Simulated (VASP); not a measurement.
# PbS (Fm-3m) in VASP: a series of runs, part 2 of 2

VASP 6.6.1. Earlier steps stand in the parts before.

**4. Single point, PBEsol (strained)**

Contents of INCAR:

```
ALGO = Normal
EDIFF = 1E-7
ENCUT = 520
GGA = PS
ISIF = 2
ISMEAR = 0
LASPH = True
LCHARG = True
LELF = True
LREAL = False
LVHAR = True
LWAVE = False
NBANDS = 17
NELM = 100
PREC = Accurate
SIGMA = 0.05
```

Contents of KPOINTS:

```
k-points
0
Gamma
  10 10 10
```

Contents of POSCAR:

```
PbS
1.0
    0.0000000000      2.9942052500      2.9942052500
    2.9942052500      0.0000000000      2.9942052500
    2.9942052500      2.9942052500      0.0000000000
Pb S
1 1
Direct
    0.0000000000      0.0000000000      0.0000000000
    0.5000000000      0.5000000000      0.5000000000
```

Potentials or basis: VASP PAW PBE potentials, release 64 (Pb_d, S).

On the command line:

```bash
$ cat potpaw_PBE.64/Pb_d/POTCAR potpaw_PBE.64/S/POTCAR > POTCAR
$ mpirun -np 1 vasp_std > vasp.out
```

OUTCAR:

```text
EDIFF = 1E-7
   ENCUT = 520
   GGA = PS
   ISIF = 2
   ISMEAR = 0
   LASPH = True
   LREAL = False
   NELM = 100
   PREC = Accurate

 ion  position               nearest neighbor table
   1  0.000  0.000  0.000-   2 2.99   2 2.99   2 2.99   2 2.99   2 2.99   2 2.99
   2  0.500  0.500  0.500-   1 2.99   1 2.99   1 2.99   1 2.99   1 2.99   1 2.99

  LATTYP: Found a face centered cubic cell.
 ALAT       =     5.9884105000

  Lattice vectors:

 A1 = (   0.0000000000,   2.9942052500,   2.9942052500)
 A2 = (   2.9942052500,   0.0000000000,   2.9942052500)
 A3 = (   2.9942052500,   2.9942052500,   0.0000000000)

Analysis of symmetry for initial positions (statically):
=====================================================================
 Subroutine PRICEL returns:
 Original cell was already a primitive cell.

 Routine SETGRP: Setting up the symmetry group for a
 face centered cubic supercell.

 Subroutine GETGRP returns: Found 48 space group operations
 (whereof 48 operations were pure point group operations)
 out of a pool of 48 trial point group operations.

The static configuration has the point symmetry O_h .

Analysis of symmetry for dynamics (positions and initial velocities):
=====================================================================
 Subroutine PRICEL returns:
 Original cell was already a primitive cell.

 Routine SETGRP: Setting up the symmetry group for a
 face centered cubic supercell.

 Subroutine GETGRP returns: Found 48 space group operations
 (whereof 48 operations were pure point group operations)
 out of a pool of 48 trial point group operations.

The dynamic configuration has the point symmetry O_h .

 Subroutine INISYM returns: Found 48 space group operations
 (whereof 48 operations are pure point group operations),
 and found     1 'primitive' translations

----------------------------------------------------------------------------------------

                                     Primitive cell

  volume of cell :      53.6877

  direct lattice vectors                    reciprocal lattice vectors
     0.000000000  2.994205250  2.994205250    -0.166989220  0.166989220  0.166989220
     2.994205250  0.000000000  2.994205250     0.166989220 -0.166989220  0.166989220
     2.994205250  2.994205250  0.000000000     0.166989220  0.166989220 -0.166989220

  length of vectors
     4.234445673  4.234445673  4.234445673     0.289233814  0.289233814  0.289233814

  position of ions in fractional coordinates (direct lattice)
     0.000000000  0.000000000  0.000000000
     0.500000000  0.500000000  0.500000000

  ion indices of the primitive-cell ions
   primitive index   ion index
                 1           1
                 2           2

----------------------------------------------------------------------------------------

 KPOINTS: k-points

Automatic generation of k-mesh.
 Grid dimensions read from file:
 generate k-points for:   10   10   10

 Generating k-lattice:

  Cartesian coordinates                     Fractional coordinates (reciprocal lattice)
    -0.016698922  0.016698922  0.016698922     0.100000000  0.000000000  0.000000000
     0.016698922 -0.016698922  0.016698922     0.000000000  0.100000000  0.000000000
     0.016698922  0.016698922 -0.016698922     0.000000000  0.000000000  0.100000000

  Length of vectors
     0.028923381  0.028923381  0.028923381

  Shift w.r.t. Gamma in fractional coordinates (k-lattice)
     0.000000000  0.000000000  0.000000000

 Subroutine IBZKPT returns following result:
 ===========================================

 Found     47 irreducible k-points:

 Following reciprocal coordinates:
            Coordinates               Weight
  0.000000  0.000000  0.000000      1.000000
  0.100000  0.000000  0.000000      8.000000
  0.200000  0.000000  0.000000      8.000000
  0.300000  0.000000  0.000000      8.000000
  0.400000  0.000000  0.000000      8.000000
  0.500000  0.000000  0.000000      4.000000
[... 16 lines left out ...]
  0.300000  0.300000  0.000000      6.000000
  0.400000  0.300000  0.000000     24.000000
 [... further k-points ...]
   k-points           NKPTS =     47   k-points in BZ     NKDIM =     47   number of bands    NBANDS=     17
   number of dos      NEDOS =    301   number of ions     NIONS =      2
   total plane-waves  NPLWV =  32768
   dimension x,y,z NGX =    32 NGY =   32 NGZ =   32
   dimension x,y,z NGXF=    64 NGYF=   64 NGZF=   64
   ions per type =               1   1
   NGX,Y,Z   is equivalent  to a cutoff of  12.56, 12.56, 12.56 a.u.
   NGXF,Y,Z  is equivalent  to a cutoff of  25.13, 25.13, 25.13 a.u.
 SYSTEM =  unknown system
   PREC   = accura    normal or accurate (medium, high low for compatibility)
   ISTART =      0    job   : 0-new  1-cont  2-samecut
   ICHARG =      2    charge: 1-file 2-atom 10-const
   ISPIN  =      1    spin polarized calculation?
   LNONCOLLINEAR =      F non collinear calculations
   LSORBIT =      F    spin-orbit coupling
   LASPH  =      T    aspherical Exc in radial PAW
   ENCUT  =  520.0 eV  38.22 Ry    6.18 a.u.   7.87  7.87  7.87*2*pi/ulx,y,z
   NELM   =    100;   NELMIN=  2; NELMDL= -5     # of ELM steps
   EDIFF  = 0.1E-06   stopping-criterion for ELM
   LREAL  =      F    real-space projection
   EDIFFG = 0.1E-05   stopping-criterion for IOM
   NSW    =      0    number of steps for IOM
   IBRION =     -1    ionic relax: 0-MD 1-quasi-New 2-CG
   NFREE  =      0    steps in history (QN), initial steepest desc. (CG)
   ISIF   =      2    stress and relaxation
   ISYM   =      2    0-nonsym 1-usesym 2-fastsym
   POTIM  = 0.5000    time-step for ionic-motion
   TEBEG  =    0.0;   TEEND  =   0.0 temperature during run
   PSTRESS=    0.0 pullay stress
   NELECT =      20.0000    total number of electrons
   NUPDOWN=      -1.0000    fix difference up-down
   EMIN   =  10.00;   EMAX   =-10.00  energy-range for DOS
   EFERMI =   0.00;   METHOD = LEGACY
   ISMEAR =     0;   SIGMA  =   0.05  broadening in eV -4-tet -1-fermi 0-gaus
   EFERMI_NEDOS =   21; number of points for ismear=-14 and -15
   IALGO  =     38    algorithm
   IMIX   =      4    mixing-type and parameters
     AMIX     =   0.40;   BMIX     =  1.00
     AMIX_MAG =   1.60;   BMIX_MAG =  1.00
  volume/ion in A,a.u.               =      26.84       181.15
  Fermi-wavevector in a.u.,A,eV,Ry     =   1.177949  2.226001 18.878962  1.387565
  Thomas-Fermi vector in A             =   2.314287
   LORBIT       =      0    0 simple, 1 ext, 2 COOP (PROOUT), +10 PAW based schemes
   GGA     = PS    functional components
   LHFCALC =     F    Hartree Fock is set to
   AEXX    =    0.0000 exact exchange contribution
   IVDW    =     0    specifies the selected vdW correction
   LEPSILON=     F    determine dielectric tensor
   LRPA    =     F    only Hartree local field effects (RPA)
 non-spin polarized calculation
 Gauss-broadening in eV      SIGMA  =   0.05
  energy-cutoff  :      520.00
  volume of cell :       53.69
 maximum number of plane-waves:      1460
   NGX = 15   NGY = 15   NGZ = 15

 number of electron      20.0000002 magnetization

 Free energy of the ion-electron system (eV)
  ---------------------------------------------------
  ext. energy  EPLUGINS =         0.00000000
  ---------------------------------------------------
  free energy    TOTEN  =        -9.43999401 eV

  energy without entropy =       -9.43999401  energy(sigma->0) =       -9.43999401

 E-fermi :   5.4647     XC(G=0):  -9.7539

 val. band max:        5.2866078068   @ k =   0.5000   0.0000   0.0000
 cond. band min:       5.6429470539   @ k =   0.5000   0.0000   0.0000
 fundamental gap:      0.3563392471
 Fermi energy:         5.4647189447

 k-point     1 :       0.0000    0.0000    0.0000
  band No.  band energies     occupation
      1     -11.3814      2.00000
      2     -11.3814      2.00000
      3     -11.3814      2.00000
      4     -11.3673      2.00000
      5     -11.3673      2.00000
      6      -8.0310      2.00000
[... 9 lines left out ...]
     16      12.0311      0.00000
     17      13.8416      0.00000
[... 441 lines left out ...]
 k-point    24 :       0.4000    0.3000    0.0000
  band No.  band energies     occupation
      1     -11.4600      2.00000
      2     -11.3966      2.00000
      3     -11.3541      2.00000
      4     -11.3394      2.00000
      5     -11.3351      2.00000
      6      -6.8361      2.00000
[... 9 lines left out ...]
     16      16.1678      0.00000
     17      16.8887      0.00000

 [... further k-points ...]

------------------------ aborting loop because EDIFF is reached ----------------------------------------

  FORCE on cell =-STRESS in cart. coord.  units (eV):
  Direction    XX          YY          ZZ          XY          YZ          ZX
  --------------------------------------------------------------------------------------
  -------------------------------------------------------------------------------------
  Total       -0.8048601     -0.8048601     -0.8048601     -0.0000000      0.0000000      0.0000000
  in kB      -24.0190754    -24.0190754    -24.0190754     -0.0000000      0.0000000      0.0000000
  external PRESSURE =     -24.0190754 kB  Pullay stress =       0.0000000 kB

 VOLUME and BASIS-vectors are now :
 -----------------------------------------------------------------------------
  energy-cutoff  :      520.00
  volume of cell :       53.69
      direct lattice vectors                 reciprocal lattice vectors
     0.000000000  2.994205250  2.994205250    -0.166989220  0.166989220  0.166989220
     2.994205250  0.000000000  2.994205250     0.166989220 -0.166989220  0.166989220
     2.994205250  2.994205250  0.000000000     0.166989220  0.166989220 -0.166989220

 POSITION                                       TOTAL-FORCE (eV/Angst)
 -----------------------------------------------------------------------------------
      0.00000      0.00000      0.00000        -0.000000      0.000000      0.000000
      2.99421      2.99421      2.99421         0.000000     -0.000000     -0.000000
 -----------------------------------------------------------------------------------
    total drift:                                0.000000     -0.000000     -0.000000

  FREE ENERGIE OF THE ION-ELECTRON SYSTEM (eV)
  ---------------------------------------------------
  free  energy   TOTEN  =        -9.4399940082 eV

  energy  without entropy=       -9.4399940075  energy(sigma->0) =       -9.43999401
```

OSZICAR:

```text
N       E                     dE             d eps       ncg     rms          rms(c)
DAV:   1     0.159477644454E+03    0.15948E+03   -0.97352E+03  1622   0.122E+03
DAV:   2     0.247644614504E+01   -0.15700E+03   -0.15080E+03  1715   0.317E+02
DAV:   3    -0.955898260654E+01   -0.12035E+02   -0.11922E+02  2088   0.916E+01
DAV:   4    -0.985573087768E+01   -0.29675E+00   -0.29647E+00  1994   0.159E+01
DAV:   5    -0.986690560722E+01   -0.11175E-01   -0.11174E-01  2385   0.296E+00    0.413E+00
DAV:   6    -0.944300426554E+01    0.42390E+00   -0.12386E+00  2539   0.762E+00    0.277E+00
DAV:   7    -0.944043789218E+01    0.25664E-02   -0.11310E-01  1938   0.169E+00    0.156E+00
DAV:   8    -0.944032327867E+01    0.11461E-03   -0.12868E-02  1925   0.111E+00    0.239E-01
DAV:   9    -0.943990865568E+01    0.41462E-03   -0.28266E-03  2492   0.398E-01    0.795E-02
DAV:  10    -0.943999546428E+01   -0.86809E-04   -0.22287E-04  1885   0.917E-02    0.471E-02
DAV:  11    -0.943999406254E+01    0.14017E-05   -0.19156E-05  2283   0.433E-02    0.691E-03
DAV:  12    -0.943999408833E+01   -0.25796E-07   -0.11365E-06  2105   0.133E-02    0.453E-03
DAV:  13    -0.943999400822E+01    0.80114E-07   -0.19001E-07  1803   0.241E-03
   1 F= -.94399940E+01 E0= -.94399940E+01  d E =-.690128E-09
```

stdout:

```text
POSCAR found type information on POSCAR PbS
 POSCAR found :  2 types and       2 ions
 scaLAPACK will be used
 -----------------------------------------------------------------------------
|                                                                             |
|                                                                             |
|     You enforced a specific xc type in the INCAR file but a different       |
|     I HOPE YOU KNOW WHAT YOU ARE DOING!                                     |
|                                                                             |
 -----------------------------------------------------------------------------

 LDA part: xc-table for (Slater+PW92), standard interpolation
 POSCAR, INCAR and KPOINTS ok, starting setup
 FFT: planning ... GRIDC
 FFT: planning ... GRID_SOFT
 FFT: planning ... GRID
 WAVECAR not read
 entering main loop
```

It took 48 s on 1 thread of Intel Xeon 8259CL, shared host; peak memory 0.2 GiB.

What came out:

```
Free energy            : -9.4400 eV
Pressure               : -2.4 GPa
Band gap on the k mesh : 0.36 eV
```

Caveat: the cell differs from its parent crystal (strained); the PAW data sets were made with another functional, which shifts forces and pressure a little; spin-orbit coupling is left out, which moves the levels of the heavy elements.

**5. Overview**

| cell | gap on the mesh (eV) | pressure (GPa) |
| --- | --- | --- |
| a = 4.197 Å, angles 60.0°, 2 atoms | 0.26 | -1.0 |
| a = 4.241 Å, angles 60.0°, 2 atoms | 0.37 | -2.6 |
| a = 4.234 Å, angles 60.0°, 2 atoms | 0.36 | -2.4 |

Alike in all rows: task single point; level PBEsol; potentials or basis VASP PAW PBE potentials, release 64 (Pb_d, S); no spin polarisation; k mesh 10 × 10 × 10; cutoff (eV) 520; smearing gaussian 0.05 eV.

Caveats: the PAW data sets were made with another functional, which shifts forces and pressure a little; spin-orbit coupling is left out, which moves the levels of the heavy elements.

Absolute energies hang on the potentials; compare differences alone.
